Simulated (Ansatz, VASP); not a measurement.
**Ca2BPb in VASP and in Ansatz**

INCAR

```
SYSTEM = Ca2BPb
PREC = Accurate
ENCUT = 520
EDIFF = 1E-7
ISMEAR = 0
SIGMA = 0.1
LREAL = .FALSE.
LASPH = .TRUE.
NELM = 80
ALGO = Fast
ISIF = 2
LWAVE = .FALSE.
LCHARG = .FALSE.
GGA = PE
NBANDS = 26
```

KPOINTS

```
regular mesh
0
G
  6 6 4
  0 0 0
```

File POSCAR:

```
Ca2BPb
1.0
    4.1081517300      0.0000000000      0.0000000000
   -2.0540758700      3.5577637600      0.0000000000
    0.0000000000      0.0000000000      5.4231558800
Ca B Pb
2 1 1
Direct
    0.3333333300      0.6666666700      0.7488930500
    0.3333333300      0.6666666700      0.2511069500
    0.6666666700      0.3333333300      0.0000000000
    0.0000000000      0.0000000000      0.0000000000
```

Input for Ansatz:

```yaml
crystal:
  lattice:
    - [4.10815173, 0.0, 0.0]
    - [-2.05407587, 3.55776376, 0.0]
    - [0.0, 0.0, 5.42315588]
  atoms:
    - { symbol: Ca, position: [0.33333333, 0.66666667, 0.74889305] }
    - { symbol: Ca, position: [0.33333333, 0.66666667, 0.25110695] }
    - { symbol: B, position: [0.66666667, 0.33333333, 0.0] }
    - { symbol: Pb, position: [0.0, 0.0, 0.0] }
basis:
  ecutwfc: 420
kpoints:
  mp_grid: { grid: [6, 6, 4] }
hamiltonian:
  xc: pbe
scf:
  occupations: { method: gaussian, width: 0.1 }
  lower_state_search: "off"
output:
  forces: true
  stress: true
  eigenvalues: true
```

Alike in both runs: task single point; functional PBE; k mesh 6 × 6 × 4; occupations gaussian, width 0.1 eV; no spin polarisation.

|  | VASP | Ansatz |
| --- | --- | --- |
| version | VASP 6.6.1 | Ansatz 0.2.0 |
| potentials or method | VASP PAW PBE potentials, release 64 (Ca_sv, B, Pb_d), cutoff 520 eV | scalar-relativistic, plane waves, PAW |
| valence electrons in the cell | 37 | 37 |

```tsv
	VASP	Ansatz	Ansatz less VASP
gap on the k mesh at the Fermi level (eV)	none	none	-
rms of the force components (eV/Å)	1.394	1.380	-0.0138
```

Atom by atom the forces differ by 0.014 eV/Å (rms over components). A gap of «none» marks a metal or a gap that the smearing closes.

Spin-orbit coupling is off throughout.
